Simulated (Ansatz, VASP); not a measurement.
# Two plane-wave programs on Al2BP3

```xyz
6
Lattice="-1.8005 1.8005 7.6389 1.8005 -1.8005 7.6389 1.8005 1.8005 -7.6389" Properties=species:S:1:pos:R:3 pbc="T T T"
Al    0.0000    0.0000   12.7316
Al    0.0000    0.0000    2.5463
B     0.0000    0.0000    7.6389
P     0.0000    1.8005    1.2732
P     1.8005    0.0000    3.8195
P     0.0000    1.8005    6.3658
```

Alike in both runs: task single point; functional PBE; k mesh 6 × 6 × 6; occupations gaussian, width 0.1 eV; no spin polarisation.

|  | VASP | Ansatz |
| --- | --- | --- |
| version | VASP 6.6.1 | Ansatz 0.2.0 |
| potentials or method | VASP PAW PBE potentials, release 64 (Al, B, P), cutoff 520 eV | scalar-relativistic, plane waves, PAW |
| valence electrons in the cell | 24 | 24 |

Ansatz gave:

- gap on the k mesh at the Fermi level (eV): 1.19
- least direct gap on the mesh (eV): 1.36
- pressure (GPa): 12.3
- traceless stress, the component that is largest in VASP (GPa): -0.79
- rms of the force components (eV/Å): 1.364

Question: Estimate VASP's values.

Answer: gap on the k mesh at the Fermi level (eV): 1.19; least direct gap on the mesh (eV): 1.36; pressure (GPa): 12.1; traceless stress, the component that is largest in VASP (GPa): -0.78; rms of the force components (eV/Å): 1.361.

Atom by atom the forces differ by 0.003 eV/Å (rms over components). The functional is the same, so the differences come from potentials, cutoffs and numerics.
